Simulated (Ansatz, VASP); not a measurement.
Two plane-wave programs on Ir

INCAR

```
SYSTEM = Ir
PREC = Accurate
ENCUT = 520
EDIFF = 1E-8
ISMEAR = -1
SIGMA = 0.05
LREAL = .False.
LASPH = .True.
NELM = 100
ALGO = Normal
ISIF = 2
LWAVE = .False.
LCHARG = .False.
GGA = PE
LEFG = .True.
NBANDS = 10
```

Contents of KPOINTS:

```
regular mesh
0
Gamma
  15 15 15
  0 0 0
```

The input POSCAR:

```
Ir
1.0
    0.0000000000      1.9197000000      1.9197000000
    1.9197000000      0.0000000000      1.9197000000
    1.9197000000      1.9197000000      0.0000000000
Ir
1
Direct
    0.0000000000      0.0000000000      0.0000000000
```

Input for Ansatz:

```yaml
crystal:
  lattice:
    - [0.0, 1.9197, 1.9197]
    - [1.9197, 0.0, 1.9197]
    - [1.9197, 1.9197, 0.0]
  atoms:
    - { symbol: Ir, position: [0.0, 0.0, 0.0] }
kpoints:
  mp_grid: { grid: [15, 15, 15] }
  band_path:
    path:
      - [0.0, 0.0, 0.0]
      - [0.5, 0.0, 0.5]
      - [0.625, 0.25, 0.625]
      - [0.375, 0.375, 0.75]
      - [0.0, 0.0, 0.0]
      - [0.5, 0.5, 0.5]
      - [0.5, 0.25, 0.75]
      - [0.5, 0.0, 0.5]
    npoints: 8
scf:
  occupations: { method: fermi_dirac, width: 0.05 }
hamiltonian:
  xc: pbe
  pseudopotentials: { kind: paw }
output:
  forces: true
  stress: true
  eigenvalues: true
  efg: { contact_densities: true }
  populations: true
  bader: true
  dos: { projected: true, de: 0.2, e_range: [-14, 8] }
```

Alike in both runs: task electric field gradients; functional PBE; k mesh 15 × 15 × 15; occupations fermi-dirac, width 0.05 eV; no spin polarisation.

|  | VASP | Ansatz |
| --- | --- | --- |
| version | VASP 6.6.1 | Ansatz 0.2.0 |
| potentials or method | VASP PAW PBE potentials, release 64 (Ir) | PAW with Ansatz's default frozen-core files, scalar-relativistic |
| plane-wave cutoff (eV) | 520 | 420 |
| valence electrons in the cell | 9 | 17 |

Ansatz gave:

* pressure (GPa): 8.9

**Question.** What did VASP give for the same quantities?

**Answer.** Pressure (GPa): 9.5.

The functional is the same, so the differences come from potentials, cutoffs and numerics. VASP's potentials hold 9 valence electrons a cell and Ansatz's 17, so a difference there can come from the potentials and not from the codes.

Neither program's run includes spin-orbit coupling.
